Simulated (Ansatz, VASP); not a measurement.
## GaN: VASP beside Ansatz

Contents of POSCAR:

```
GaN
1.0
    5.2303800000      0.0000000000      0.0000000000
   -2.6151900000      4.5296400000      0.0000000000
    0.0000000000      0.0000000000      3.3901000000
Ga N
1 1
Direct
    0.0000000000      0.0000000000      0.5000000000
    0.0000000000      0.0000000000      0.0000000000
```

File INCAR.step1:

```
PREC     = Accurate       # precision mode
ENCUT    = 520            # plane-wave cutoff, eV
EDIFF    = 1E-5           # SCF threshold, eV
ISMEAR   = -1             # smearing method
SIGMA    = 0.05           # smearing width, eV
LREAL    = False          # projectors in reciprocal space
LASPH    = True           # aspherical terms in the spheres
NELM     = 60             # most SCF steps
ALGO     = Normal         # electronic algorithm
ISIF     = 2              # what is computed and relaxed
LWAVE    = True           # write WAVECAR
LCHARG   = False          # write CHGCAR
GGA      = PE             # functional
NBANDS   = 16             # bands
```

Contents of INCAR.step2:

```
PREC     = Accurate       # precision mode
ENCUT    = 520            # plane-wave cutoff, eV
EDIFF    = 1E-6           # SCF threshold, eV
ISMEAR   = -1             # smearing method
SIGMA    = 0.05           # smearing width, eV
LREAL    = False          # projectors in reciprocal space
LASPH    = True           # aspherical terms in the spheres
NELM     = 60             # most SCF steps
ALGO     = Normal         # electronic algorithm
ISIF     = 2              # what is computed and relaxed
LWAVE    = False          # write WAVECAR
LCHARG   = False          # write CHGCAR
GGA      = PE             # functional
LHFCALC  = True           # exact exchange
AEXX     = 0.25           # exact-exchange fraction
HFSCREEN = 0.3            # screening, 1/A
PRECFOCK = Normal       
ISTART   = 1            
NBANDS   = 16             # bands
```

KPOINTS

```
regular mesh
0
Gamma
  3 3 4
```

File input:

```
crystal:
  lattice:
    - [5.23038, 0.0, 0.0]
    - [-2.61519, 4.52964, 0.0]
    - [0.0, 0.0, 3.3901]
  atoms:
    - { symbol: Ga, position: [0.0, 0.0, 0.5] }
    - { symbol: "N", position: [0.0, 0.0, 0.0] }
hamiltonian:
  xc: { exchange: pbe, correlation: pbe, exx: { coeff: 0.25, omega: 0.3 } }
  pseudopotentials: { kind: paw }
kpoints:
  mp_grid: { grid: [3, 3, 4] }
  band_path:
    path:
      - [[0.0, 0.0, 0.0], [0.5, 0.0, 0.0], [0.3333333333, 0.3333333333, 0.0], [0.0, 0.0, 0.0], [0.0, 0.0, 0.5], [0.5, 0.0, 0.5], [0.3333333333, 0.3333333333, 0.5], [0.0, 0.0, 0.5]]
      - [[0.5, 0.0, 0.5], [0.5, 0.0, 0.0]]
      - [[0.3333333333, 0.3333333333, 0.0], [0.3333333333, 0.3333333333, 0.5]]
    npoints: 4
scf:
  occupations: { method: fermi_dirac, width: 0.05 }
  n_extra_bands: 6
output:
  forces: true
  stress: true
  eigenvalues: true
  fatbands: false
```

Alike in both runs: functional PBE-based screened hybrid; k mesh 3 × 3 × 4; occupations fermi-dirac, width 0.05 eV; no spin polarisation.

```csv
,VASP,Ansatz
version,VASP 6.6.1,Ansatz 0.2.0
potentials or method,"VASP PAW PBE potentials, release 64 (Ga_d, N)",Ansatz PAW
plane-wave cutoff (eV),520,420
valence electrons in the cell,18,18
task,single point,band structure
```

|  | VASP | Ansatz | Ansatz less VASP |
| --- | --- | --- | --- |
| gap on the k mesh at the Fermi level (eV) | 2.12 | 2.12 | 0.000 |
| least direct gap on the mesh (eV) | 3.89 | 3.89 | -0.001 |
| pressure (GPa) | -1.2 | -0.9 | +0.29 |
| traceless stress, the component that is largest in VASP (GPa) | -2.46 | -1.90 | +0.560 |

VASP's potentials were made for PBE, not for PBE-based screened hybrid.

The k mesh is coarse, so the values compare programs but aren't converged.
